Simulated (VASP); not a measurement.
# CoSi2 (Fm-3m) in VASP: a series of runs

Runs on CoSi2. Level: PBE. Tasks: single point.

Everything below comes from runs of VASP 6.6.1. Logs are shortened: lines on timing, memory, paths and dates and some standing lists are left out, and cuts for length are marked.

### Step 1. The cell of the first run

The structure is cubic, space group Fm-3m (No. 225). The conventional cell has a = 5.292 Å, b = 5.292 Å, c = 5.292 Å, α = 90.00°, β = 90.00°, γ = 90.00°. Within 3.0 Å of Co (site symmetry m-3m) lie 8 Si at 2.29 Å. Si (site symmetry -43m) has 4 Co at 2.29 Å and 6 Si at 2.65 Å within 3.0 Å.

### Step 2. Single point, PBE, collinear spin, ferromagnetic start (volume scaled by 0.96)

File INCAR:

```
PREC = Accurate
ENCUT = 520
EDIFF = 1E-6
ISMEAR = -1
SIGMA = 0.05
LREAL = F
LASPH = T
NELM = 150
ALGO = Normal
ISIF = 2
LWAVE = F
LCHARG = T
ISPIN = 2
MAGMOM = 2 0 0
LORBIT = 11
LMAXMIX = 4
GGA = PE
LELF = T
LVHAR = T
NBANDS = 20
```

File KPOINTS:

```
regular mesh
0
Gamma
  11 11 11
```

File POSCAR:

```
CoSi2
1.0
    0.0000000000      2.6462455558      2.6462455558
    2.6462455558      0.0000000000      2.6462455558
    2.6462455558      2.6462455558      0.0000000000
Co Si
1 2
Direct
    0.0000000000      0.0000000000      0.0000000000
    0.2500000000      0.2500000000      0.2500000000
    0.7500000000      0.7500000000      0.7500000000
```

Potentials or basis: VASP PAW PBE potentials, release 64 (Co, Si).

Started as:

```
$ cat potpaw_PBE.64/Co/POTCAR potpaw_PBE.64/Si/POTCAR > POTCAR
$ mpirun -np 1 vasp_std > vasp.out
```

OUTCAR:

```text
PREC = Accurate
   ENCUT = 520
   EDIFF = 1E-6
   ISMEAR = -1
   LREAL = F
   LASPH = T
   NELM = 150
   ISIF = 2
   ISPIN = 2
   LORBIT = 11
   GGA = PE

 ion  position               nearest neighbor table
   1  0.000  0.000  0.000-   3 2.29   3 2.29   3 2.29   2 2.29   3 2.29   2 2.29   2 2.29   2 2.29

   2  0.250  0.250  0.250-   1 2.29   1 2.29   1 2.29   1 2.29   3 2.65   3 2.65   3 2.65   3 2.65
                             3 2.65   3 2.65
   3  0.750  0.750  0.750-   1 2.29   1 2.29   1 2.29   1 2.29   2 2.65   2 2.65   2 2.65   2 2.65
                             2 2.65   2 2.65

  LATTYP: Found a face centered cubic cell.
 ALAT       =     5.2924911116

  Lattice vectors:

 A1 = (   0.0000000000,   2.6462455558,   2.6462455558)
 A2 = (   2.6462455558,   0.0000000000,   2.6462455558)
 A3 = (   2.6462455558,   2.6462455558,   0.0000000000)

Analysis of symmetry for initial positions (statically):
=====================================================================
 Subroutine PRICEL returns:
 Original cell was already a primitive cell.

 Routine SETGRP: Setting up the symmetry group for a
 face centered cubic supercell.

 Subroutine GETGRP returns: Found 48 space group operations
 (whereof 48 operations were pure point group operations)
 out of a pool of 48 trial point group operations.

The static configuration has the point symmetry O_h .

Analysis of symmetry for dynamics (positions and initial velocities):
=====================================================================
 Subroutine PRICEL returns:
 Original cell was already a primitive cell.

 Routine SETGRP: Setting up the symmetry group for a
 face centered cubic supercell.

 Subroutine GETGRP returns: Found 48 space group operations
 (whereof 48 operations were pure point group operations)
 out of a pool of 48 trial point group operations.

The dynamic configuration has the point symmetry O_h .

Analysis of structural, dynamic, and magnetic symmetry:
=====================================================================
 Subroutine PRICEL returns:
 Original cell was already a primitive cell.

 Routine SETGRP: Setting up the symmetry group for a
 face centered cubic supercell.

 Subroutine GETGRP returns: Found 48 space group operations
 (whereof 48 operations were pure point group operations)
 out of a pool of 48 trial point group operations.

The overall configuration has the point symmetry O_h .

 Subroutine INISYM returns: Found 48 space group operations
 (whereof 48 operations are pure point group operations),
 and found     1 'primitive' translations

----------------------------------------------------------------------------------------

                                     Primitive cell

  volume of cell :      37.0613

  direct lattice vectors                    reciprocal lattice vectors
     0.000000000  2.646245556  2.646245556    -0.188946940  0.188946940  0.188946940
     2.646245556  0.000000000  2.646245556     0.188946940 -0.188946940  0.188946940
     2.646245556  2.646245556  0.000000000     0.188946940  0.188946940 -0.188946940

  length of vectors
     3.742356354  3.742356354  3.742356354     0.327265700  0.327265700  0.327265700

  position of ions in fractional coordinates (direct lattice)
     0.000000000  0.000000000  0.000000000
     0.250000000  0.250000000  0.250000000
     0.750000000  0.750000000  0.750000000

  ion indices of the primitive-cell ions
   primitive index   ion index
                 1           1
                 2           2
                 3           3

----------------------------------------------------------------------------------------

 KPOINTS: regular mesh

Automatic generation of k-mesh.
 Grid dimensions read from file:
 generate k-points for:   11   11   11

 Generating k-lattice:

  Cartesian coordinates                     Fractional coordinates (reciprocal lattice)
    -0.017176995  0.017176995  0.017176995     0.090909091  0.000000000  0.000000000
     0.017176995 -0.017176995  0.017176995     0.000000000  0.090909091  0.000000000
     0.017176995  0.017176995 -0.017176995     0.000000000  0.000000000  0.090909091

  Length of vectors
     0.029751427  0.029751427  0.029751427

  Shift w.r.t. Gamma in fractional coordinates (k-lattice)
     0.000000000  0.000000000  0.000000000

 Subroutine IBZKPT returns following result:
 ===========================================

 Found     56 irreducible k-points:

 Following reciprocal coordinates:
            Coordinates               Weight
  0.000000  0.000000  0.000000      1.000000
  0.090909  0.000000  0.000000      8.000000
  0.181818  0.000000  0.000000      8.000000
  0.272727  0.000000  0.000000      8.000000
  0.363636  0.000000  0.000000      8.000000
  0.454545  0.000000  0.000000      8.000000
[... 16 lines left out ...]
 -0.272727  0.181818  0.000000     24.000000
 -0.181818  0.181818  0.000000     12.000000
 [... further k-points ...]
   k-points           NKPTS =     56   k-points in BZ     NKDIM =     56   number of bands    NBANDS=     20
   number of dos      NEDOS =    301   number of ions     NIONS =      3
   total plane-waves  NPLWV =  21952
   dimension x,y,z NGX =    28 NGY =   28 NGZ =   28
   dimension x,y,z NGXF=    56 NGYF=   56 NGZF=   56
   ions per type =               1   2
   NGX,Y,Z   is equivalent  to a cutoff of  12.44, 12.44, 12.44 a.u.
   NGXF,Y,Z  is equivalent  to a cutoff of  24.88, 24.88, 24.88 a.u.
 SYSTEM =  unknown system
   PREC   = accura    normal or accurate (medium, high low for compatibility)
   ISTART =      0    job   : 0-new  1-cont  2-samecut
   ICHARG =      2    charge: 1-file 2-atom 10-const
   ISPIN  =      2    spin polarized calculation?
   LNONCOLLINEAR =      F non collinear calculations
   LSORBIT =      F    spin-orbit coupling
   LASPH  =      T    aspherical Exc in radial PAW
   ENCUT  =  520.0 eV  38.22 Ry    6.18 a.u.   6.96  6.96  6.96*2*pi/ulx,y,z
   NELM   =    150;   NELMIN=  2; NELMDL= -5     # of ELM steps
   EDIFF  = 0.1E-05   stopping-criterion for ELM
   LREAL  =      F    real-space projection
   EDIFFG = 0.1E-04   stopping-criterion for IOM
   NSW    =      0    number of steps for IOM
   IBRION =     -1    ionic relax: 0-MD 1-quasi-New 2-CG
   NFREE  =      0    steps in history (QN), initial steepest desc. (CG)
   ISIF   =      2    stress and relaxation
   ISYM   =      2    0-nonsym 1-usesym 2-fastsym
   POTIM  = 0.5000    time-step for ionic-motion
   TEBEG  =    0.0;   TEEND  =   0.0 temperature during run
   PSTRESS=    0.0 pullay stress
   NELECT =      17.0000    total number of electrons
   NUPDOWN=      -1.0000    fix difference up-down
   EMIN   =  10.00;   EMAX   =-10.00  energy-range for DOS
   EFERMI =   0.00;   METHOD = LEGACY
   ISMEAR =    -1;   SIGMA  =   0.05  broadening in eV -4-tet -1-fermi 0-gaus
   EFERMI_NEDOS =   21; number of points for ismear=-14 and -15
   IALGO  =     38    algorithm
   IMIX   =      4    mixing-type and parameters
     AMIX     =   0.40;   BMIX     =  1.00
     AMIX_MAG =   1.60;   BMIX_MAG =  1.00
  volume/ion in A,a.u.               =      12.35        83.37
  Fermi-wavevector in a.u.,A,eV,Ry     =   1.262557  2.385887 21.688370  1.594050
  Thomas-Fermi vector in A             =   2.395959
   LORBIT       =     11    0 simple, 1 ext, 2 COOP (PROOUT), +10 PAW based schemes
   GGA     = PE    functional components
   LHFCALC =     F    Hartree Fock is set to
   AEXX    =    0.0000 exact exchange contribution
   IVDW    =     0    specifies the selected vdW correction
   LEPSILON=     F    determine dielectric tensor
   LRPA    =     F    only Hartree local field effects (RPA)
 spin polarized calculation
  energy-cutoff  :      520.00
  volume of cell :       37.06
 maximum number of plane-waves:      1010
   NGX = 13   NGY = 13   NGZ = 13

 number of electron      17.0000007 magnetization      -0.0005594

 number of electron      17.0000007 magnetization       0.0001969

 Free energy of the ion-electron system (eV)
  ---------------------------------------------------
  ext. energy  EPLUGINS =         0.00000000
  ---------------------------------------------------
  free energy    TOTEN  =       -19.26984091 eV

  energy without entropy =      -19.26230013  energy(sigma->0) =      -19.26607052

 E-fermi :  10.5793     XC(G=0): -11.9123

 val. band max:       10.5578737731   @ k =   0.1818   0.0000   0.0000
 cond. band min:      10.6041159380   @ k =   0.3636   0.1818   0.0000
 fundamental gap:      0.0462421649
 Fermi energy:        10.5792676890

 spin component 1

 k-point     1 :       0.0000    0.0000    0.0000
  band No.  band energies     occupation
      1      -2.8224      1.00000
      2       6.3416      1.00000
      3       6.3416      1.00000
      4       6.3416      1.00000
      5       8.5536      1.00000
      6       8.5536      1.00000
[... 12 lines left out ...]
     19      21.2761      0.00000
     20      26.2571      0.00000
[... 507 lines left out ...]
 k-point    24 :      -0.1818    0.1818    0.0000
  band No.  band energies     occupation
      1      -1.4708      1.00000
      2       4.3033      1.00000
      3       5.9820      1.00000
      4       6.9991      1.00000
      5       7.9214      1.00000
      6       8.6905      1.00000
[... 12 lines left out ...]
     19      25.0856      0.00000
     20      26.9525      0.00000

 [... further k-points ...]

 spin component 2

 k-point     1 :       0.0000    0.0000    0.0000
  band No.  band energies     occupation
      1      -2.8224      1.00000
      2       6.3416      1.00000
      3       6.3416      1.00000
      4       6.3416      1.00000
      5       8.5536      1.00000
      6       8.5536      1.00000
[... 12 lines left out ...]
     19      21.2763      0.00000
     20      26.2571      0.00000
[... 507 lines left out ...]
 k-point    24 :      -0.1818    0.1818    0.0000
  band No.  band energies     occupation
      1      -1.4708      1.00000
      2       4.3033      1.00000
      3       5.9820      1.00000
      4       6.9991      1.00000
      5       7.9214      1.00000
      6       8.6904      1.00000
[... 12 lines left out ...]
     19      25.0857      0.00000
     20      26.9526      0.00000

 [... further k-points ...]
[... 5 lines left out ...]
  --------------------------------------------------------------------------------------
  -------------------------------------------------------------------------------------
  Total        1.6621850      1.6621850      1.6621850     -0.0000000     -0.0000000      0.0000000
  in kB       71.8570713     71.8570713     71.8570713     -0.0000000     -0.0000000      0.0000000
  external PRESSURE =      71.8570713 kB  Pullay stress =       0.0000000 kB

 VOLUME and BASIS-vectors are now :
 -----------------------------------------------------------------------------
  energy-cutoff  :      520.00
  volume of cell :       37.06
      direct lattice vectors                 reciprocal lattice vectors
     0.000000000  2.646245556  2.646245556    -0.188946940  0.188946940  0.188946940
     2.646245556  0.000000000  2.646245556     0.188946940 -0.188946940  0.188946940
     2.646245556  2.646245556  0.000000000     0.188946940  0.188946940 -0.188946940

 POSITION                                       TOTAL-FORCE (eV/Angst)
 -----------------------------------------------------------------------------------
      0.00000      0.00000      0.00000        -0.000000      0.000000      0.000000
      1.32312      1.32312      1.32312         0.000000      0.000000      0.000000
      3.96937      3.96937      3.96937        -0.000000     -0.000000     -0.000000
 -----------------------------------------------------------------------------------
    total drift:                               -0.000000     -0.000000      0.000000

  FREE ENERGIE OF THE ION-ELECTRON SYSTEM (eV)
  ---------------------------------------------------
  free  energy   TOTEN  =       -19.2698409111 eV

  energy  without entropy=      -19.2623001284  energy(sigma->0) =      -19.26607052

 total charge

# of ion       s       p       d       tot
------------------------------------------
    1        0.560   0.764   7.633   8.956
    2        0.716   0.897   0.000   1.614
    3        0.716   0.897   0.000   1.614
--------------------------------------------------
tot          1.992   2.559   7.633  12.183

 magnetization (x)

# of ion       s       p       d       tot
------------------------------------------
    1       -0.000   0.000   0.000   0.000
    2        0.000   0.000   0.000   0.000
    3        0.000   0.000   0.000   0.000
--------------------------------------------------
tot          0.000   0.000   0.000   0.000
```

It took 52 s on 1 thread of Intel Xeon 6975P-C (Granite Rapids), shared host; peak memory 0.2 GiB.

What came out:

- Free energy: -19.2698 eV
- Pressure: 7.2 GPa
- Net moment: 0.00 μB per cell
- Valence electrons inside the program's atomic spheres: Co 8.96; Si 1.61

Levels at points of the mesh, in eV from the Fermi level:
Spin up:
```csv
k point,band 6,band 7,band 8,band 9,band 10,band 11,band 12,band 13
"(0.00, 0.00, 0.00)",-2.03,1.12,3.46,3.46,3.46,3.56,3.56,3.56
```
Spin down:
```csv
k point,band 6,band 7,band 8,band 9,band 10,band 11,band 12,band 13
"(0.00, 0.00, 0.00)",-2.03,1.12,3.46,3.46,3.46,3.56,3.56,3.56
```

Caveat: the starting moments collapsed, and a magnetic state may lie lower.

(Part 1 of 2 ends here.)
